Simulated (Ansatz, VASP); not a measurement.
Sr in VASP and in Ansatz

```
Sr
1.0
     4.21754    0.00000    0.00000
    -1.40585    3.97634    0.00000
    -1.40585   -1.98817    3.44361
Sr
1
Direct
  0.00000 0.00000 0.00000
```

Alike in both runs: task single point; functional PBEsol; k mesh 8 × 8 × 8; occupations gaussian, width 0.1 eV; no spin polarisation.

|  | VASP | Ansatz |
| --- | --- | --- |
| version | VASP 6.6.1 | Ansatz 0.2.0 |
| potentials or method | VASP PAW PBE potentials, release 64 (Sr_sv), cutoff 520 eV | all-electron LAPW, scalar-relativistic |

```csv
,VASP,Ansatz,Ansatz less VASP
gap on the k mesh at the Fermi level (eV),none,none,-
pressure (GPa),-1.3,-1.3,-0.01
```

VASP's potentials were made for PBE, not for PBEsol. A gap of «none» marks a metal or a gap that the smearing closes. Ansatz ran all-electron here, and VASP with PAW potentials.
